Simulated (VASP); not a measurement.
Crystal: Li2Se.

```xyz
3
Lattice="0.0000 2.9935 2.9935 2.9935 0.0000 2.9935 2.9935 2.9935 0.0000" Properties=species:S:1:pos:R:3 pbc="T T T"
Li    4.4903    4.4903    4.4903
Li    1.4968    1.4968    1.4968
Se    0.0000    0.0000    0.0000
```

Program: VASP 6.6.1. Alike in all runs: task single point; potentials or basis VASP PAW PBE potentials, release 64 (Li_sv, Se); no spin polarisation; cell as given; k mesh 6 × 6 × 6; smearing gaussian 0.01 eV.

Task: Order these runs on this cell by their band gap on the k mesh, lowest first.
A. level PBE; cutoff (eV) 750
B. level HSE06; cutoff (eV) 650; grid for exact exchange (PRECFOCK) Normal; share of exact exchange 0.25; screening parameter 0.2079 1/Å
C. level r2SCAN; cutoff (eV) 830

Result: A (2.97 eV), C (3.46 eV), B (3.83 eV).

A k mesh can miss the band edges.
